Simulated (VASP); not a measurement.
# HfB2 (P6/mmm) in VASP: notebook, part 2 of 2

VASP 6.6.1. Earlier steps stand in the parts before.

## 4. Single point, PBE (volume scaled by 1.06)

Contents of INCAR:

```
ALGO     = Normal         # electronic algorithm
EDIFF    = 1E-7           # SCF threshold, eV
ENCUT    = 520            # plane-wave cutoff, eV
GGA      = PE             # functional
ISIF     = 2              # what is computed and relaxed
ISMEAR   = -1             # smearing method
LASPH    = True           # aspherical terms in the spheres
LCHARG   = False          # write CHGCAR
LREAL    = False          # projectors in reciprocal space
LWAVE    = False          # write WAVECAR
NBANDS   = 15             # bands
NELM     = 60             # most SCF steps
PREC     = Accurate       # precision mode
SIGMA    = 0.05           # smearing width, eV
```

Contents of KPOINTS:

```
k-points
0
Gamma
  13 13 11
```

Contents of POSCAR:

```
HfB2
1.0
    3.2015843649      0.0000000000      0.0000000000
   -1.6007921825      2.7726533923      0.0000000000
    0.0000000000      0.0000000000      3.5482526220
Hf B
1 2
Direct
    0.0000000000      0.0000000000      0.0000000000
    0.3333333333      0.6666666667      0.5000000000
    0.6666666667      0.3333333333      0.5000000000
```

Potentials or basis: VASP PAW PBE potentials, release 64 (Hf_pv, B).

Started as:

```bash
> cat potpaw_PBE.64/Hf_pv/POTCAR potpaw_PBE.64/B/POTCAR > POTCAR
> mpirun -np 1 vasp_std > vasp.out
```

OUTCAR:

```text
EDIFF = 1E-7
   ENCUT = 520
   GGA = PE
   ISIF = 2
   ISMEAR = -1
   LASPH = True
   LREAL = False
   NELM = 60
   PREC = Accurate

 ion  position               nearest neighbor table
   1  0.000  0.000  0.000-   2 2.56   3 2.56   2 2.56   3 2.56   2 2.56   2 2.56   3 2.56   3 2.56
                             3 2.56   3 2.56   2 2.56   2 2.56
   2  0.333  0.667  0.500-   3 1.85   3 1.85   3 1.85   1 2.56   1 2.56   1 2.56   1 2.56   1 2.56
                             1 2.56
   3  0.667  0.333  0.500-   2 1.85   2 1.85   2 1.85   1 2.56   1 2.56   1 2.56   1 2.56   1 2.56
                             1 2.56

  LATTYP: Found a hexagonal cell.
[... 624 lines left out ...]
 [... further k-points ...]
[... 5 lines left out ...]
  --------------------------------------------------------------------------------------
  -------------------------------------------------------------------------------------
  Total       -2.5643593     -2.5643593     -2.1966142      0.0000000      0.0000000      0.0000000
  in kB     -130.4410812   -130.4410812   -111.7350203      0.0000000      0.0000000      0.0000000
  external PRESSURE =    -124.2057275 kB  Pullay stress =       0.0000000 kB

 VOLUME and BASIS-vectors are now :
 -----------------------------------------------------------------------------
  energy-cutoff  :      520.00
  volume of cell :       31.50
      direct lattice vectors                 reciprocal lattice vectors
     3.201584365  0.000000000  0.000000000     0.312345353  0.180332674  0.000000000
    -1.600792182  2.772653392  0.000000000     0.000000000  0.360665348  0.000000000
     0.000000000  0.000000000  3.548252622     0.000000000  0.000000000  0.281828862

 POSITION                                       TOTAL-FORCE (eV/Angst)
 -----------------------------------------------------------------------------------
      0.00000      0.00000      0.00000         0.000000      0.000000     -0.000000
     -0.00000      1.84844      1.77413         0.000000      0.000000      0.000000
      1.60079      0.92422      1.77413        -0.000000      0.000000     -0.000000
 -----------------------------------------------------------------------------------
    total drift:                               -0.000000      0.000000      0.000000

  FREE ENERGIE OF THE ION-ELECTRON SYSTEM (eV)
  ---------------------------------------------------
  free  energy   TOTEN  =       -26.3356523017 eV

  energy  without entropy=      -26.3337618631  energy(sigma->0) =      -26.33470708
```

stdout:

```text
POSCAR found type information on POSCAR HfB
 POSCAR found :  2 types and       3 ions
 scaLAPACK will be used
 LDA part: xc-table for (Slater+PW92), standard interpolation
 POSCAR, INCAR and KPOINTS ok, starting setup
 FFT: planning ... GRIDC
 FFT: planning ... GRID_SOFT
 FFT: planning ... GRID
 WAVECAR not read
 entering main loop
```

Run time: 54 s. Hardware: 1 thread of AMD EPYC 9R45 (Zen 5), shared host; peak memory 0.15 GiB.

Results:

- Free energy: -26.3357 eV
- Pressure: -12.4 GPa
- Band gap on the k mesh: zero (band 8 reaches 7.82 eV, above the bottom of band 9 at 6.86 eV)

Levels at points of the mesh, in eV from the Fermi level:
| k point | band 6 | band 7 | band 8 | band 9 | band 10 | band 11 |
| --- | --- | --- | --- | --- | --- | --- |
| (0.00, 0.00, 0.00) | -2.87 | -2.86 | -2.86 | 3.66 | 3.66 | 4.27 |

Caveat: spin-orbit coupling is left out, which moves the levels of the heavy elements.

## 5. Single point, PBE (equal xx and yy strain of +3 %)

Contents of INCAR:

```
SYSTEM = HfB2
PREC = Accurate ; ENCUT = 500
EDIFF = 1E-6 ; ISMEAR = -1
SIGMA = 0.05 ; LREAL = .False.
LASPH = .True. ; NELM = 120
ALGO = Normal ; ISIF = 2
LWAVE = .False. ; LCHARG = .False.
GGA = PE ; NBANDS = 15
GGA_COMPAT = .False.
```

Contents of KPOINTS:

```
Automatic mesh
0
Gamma
  13 13 11
  0 0 0
```

Contents of POSCAR:

```
HfB2
1.0
    3.2342001035      0.0000000000      0.0000000000
   -1.6171000518      2.8008994505      0.0000000000
    0.0000000000      0.0000000000      3.4800000000
Hf B
1 2
Direct
    0.0000000000      0.0000000000      0.0000000000
    0.3333333333      0.6666666667      0.5000000000
    0.6666666667      0.3333333333      0.5000000000
```

Potentials or basis: VASP PAW PBE potentials, release 64 (Hf_pv, B).

Started as:

```bash
> cat potpaw_PBE.64/Hf_pv/POTCAR potpaw_PBE.64/B/POTCAR > POTCAR
> mpirun -np 1 vasp_std > vasp.out
```

OUTCAR:

```text
SYSTEM = HfB2
   PREC = Accurate
   ENCUT = 500
   EDIFF = 1E-6
   ISMEAR = -1
   LREAL = .False.
   LASPH = .True.
   NELM = 120
   ISIF = 2
   GGA = PE

 ion  position               nearest neighbor table
   1  0.000  0.000  0.000-   2 2.55   3 2.55   2 2.55   3 2.55   2 2.55   2 2.55   3 2.55   3 2.55
                             3 2.55   3 2.55   2 2.55   2 2.55
   2  0.333  0.667  0.500-   3 1.87   3 1.87   3 1.87   1 2.55   1 2.55   1 2.55   1 2.55   1 2.55
                             1 2.55
   3  0.667  0.333  0.500-   2 1.87   2 1.87   2 1.87   1 2.55   1 2.55   1 2.55   1 2.55   1 2.55
                             1 2.55

  LATTYP: Found a hexagonal cell.
 ALAT       =     3.2342001035
 C/A-ratio  =     1.0760002129

  Lattice vectors:

 A1 = (   3.2342001035,   0.0000000000,   0.0000000000)
 A2 = (  -1.6171000518,   2.8008994505,   0.0000000000)
 A3 = (   0.0000000000,   0.0000000000,   3.4800000000)

Analysis of symmetry for initial positions (statically):
=====================================================================
 Subroutine PRICEL returns:
 Original cell was already a primitive cell.

 Routine SETGRP: Setting up the symmetry group for a
 hexagonal supercell.

 Subroutine GETGRP returns: Found 24 space group operations
[... 180 lines left out ...]
      5       4.2379      2.00000
      6       4.2379      2.00000
      7       4.5014      2.00000
      8       4.6795      2.00000
      9      10.9396      0.00000
     10      10.9396      0.00000
     11      11.3406      0.00000
     12      11.7532      0.00000
     13      11.7532      0.00000
     14      11.8106      0.00000
[... 401 lines left out ...]
      2     -23.3030      2.00000
      3     -23.2040      2.00000
      4      -5.5963      2.00000
      5       3.0273      2.00000
      6       3.5761      2.00000
      7       4.2219      2.00000
      8       5.5176      2.00000
      9       9.3569      0.00000
     10       9.6850      0.00000
     11      11.6023      0.00000
     12      11.7007      0.00000
     13      12.3904      0.00000
     14      13.1834      0.00000
     15      14.0676      0.00000

 [... further k-points ...]
[... 5 lines left out ...]
  --------------------------------------------------------------------------------------
  -------------------------------------------------------------------------------------
  Total       -3.2921052     -3.2921052     -1.1121089      0.0000000     -0.0000000      0.0000000
  in kB     -167.3172171   -167.3172171    -56.5215726      0.0000000     -0.0000000      0.0000000
  external PRESSURE =    -130.3853356 kB  Pullay stress =       0.0000000 kB

 VOLUME and BASIS-vectors are now :
 -----------------------------------------------------------------------------
  energy-cutoff  :      500.00
  volume of cell :       31.52
      direct lattice vectors                 reciprocal lattice vectors
     3.234200104  0.000000000  0.000000000     0.309195463  0.178514084  0.000000000
    -1.617100052  2.800899451  0.000000000     0.000000000  0.357028168  0.000000000
     0.000000000  0.000000000  3.480000000     0.000000000  0.000000000  0.287356322

 POSITION                                       TOTAL-FORCE (eV/Angst)
 -----------------------------------------------------------------------------------
      0.00000      0.00000      0.00000        -0.000000      0.000000      0.000000
     -0.00000      1.86727      1.74000        -0.000000      0.000000      0.000000
      1.61710      0.93363      1.74000         0.000000      0.000000     -0.000000
 -----------------------------------------------------------------------------------
    total drift:                               -0.000000      0.000000     -0.000000

  FREE ENERGIE OF THE ION-ELECTRON SYSTEM (eV)
  ---------------------------------------------------
  free  energy   TOTEN  =       -26.3077700582 eV

  energy  without entropy=      -26.3055991095  energy(sigma->0) =      -26.30668458
```

OSZICAR:

```text
N       E                     dE             d eps       ncg     rms          rms(c)
DAV:   1     0.264403615969E+02    0.26440E+02   -0.77386E+03  3780   0.972E+02
DAV:   2    -0.270047322925E+02   -0.53445E+02   -0.50153E+02  5050   0.212E+02
DAV:   3    -0.285043437953E+02   -0.14996E+01   -0.14932E+01  4984   0.260E+01
DAV:   4    -0.285113360093E+02   -0.69922E-02   -0.69902E-02  4417   0.219E+00
DAV:   5    -0.285113831932E+02   -0.47184E-04   -0.47182E-04  4977   0.159E-01    0.485E+01
DAV:   6    -0.264137162493E+02    0.20977E+01   -0.27135E+00  4634   0.114E+01    0.356E+01
DAV:   7    -0.263640503918E+02    0.49666E-01   -0.86662E-01  4858   0.668E+00    0.111E+01
DAV:   8    -0.263114861481E+02    0.52564E-01   -0.21324E-01  4487   0.335E+00    0.139E+00
DAV:   9    -0.263078897645E+02    0.35964E-02   -0.16888E-02  4522   0.102E+00    0.301E-01
DAV:  10    -0.263077654678E+02    0.12430E-03   -0.67041E-04  4711   0.206E-01    0.257E-01
DAV:  11    -0.263077724855E+02   -0.70177E-05   -0.47229E-05  4837   0.520E-02    0.971E-02
DAV:  12    -0.263077699909E+02    0.24946E-05   -0.32088E-06  4270   0.135E-02    0.116E-02
DAV:  13    -0.263077700582E+02   -0.67226E-07   -0.19124E-07  2037   0.361E-03
   1 F= -.26307770E+02 E0= -.26306685E+02  d E =-.217095E-02
```

stdout:

```text
POSCAR found type information on POSCAR HfB
 POSCAR found :  2 types and       3 ions
 scaLAPACK will be used
 LDA part: xc-table for (Slater+PW92), standard interpolation
 POSCAR, INCAR and KPOINTS ok, starting setup
 FFT: planning ... GRIDC
 FFT: planning ... GRID_SOFT
 FFT: planning ... GRID
 WAVECAR not read
 entering main loop
```

It took 72 s on 1 thread of Intel Xeon 8259CL, shared host; peak memory 0.19 GiB.

What came out:

```
Free energy            : -26.3078 eV
Pressure               : -13.0 GPa
Band gap on the k mesh : zero (band 8 reaches 7.90 eV, above the bottom of band 9 at 6.89 eV)
```

Caveat: the cell differs from its parent crystal (equal xx and yy strain of +3 %); spin-orbit coupling is left out, which moves the levels of the heavy elements.

## 6. Overview

| cell | cutoff (eV) | gap on the mesh (eV) | pressure (GPa) |
| --- | --- | --- | --- |
| a = 3.129, b = 3.129, c = 3.468 Å, angles 90.0, 90.0, 120.0°, 3 atoms | 520 | none | 3.6 |
| a = 3.161, b = 3.161, c = 3.503 Å, angles 90.0, 90.0, 120.0°, 3 atoms | 520 | none | -3.9 |
| a = 3.202, b = 3.202, c = 3.548 Å, angles 90.0, 90.0, 120.0°, 3 atoms | 520 | none | -12.4 |
| a = 3.234, b = 3.234, c = 3.480 Å, angles 90.0, 90.0, 120.0°, 3 atoms | 500 | none | -13.0 |

Alike in all rows: task single point; level PBE; potentials or basis VASP PAW PBE potentials, release 64 (Hf_pv, B); no spin polarisation; k mesh 13 × 13 × 11; smearing fermi-dirac 0.05 eV.

Caveats: spin-orbit coupling is left out, which moves the levels of the heavy elements.

Total energies depend on the potentials used, so only differences within one code and one set of settings carry meaning.
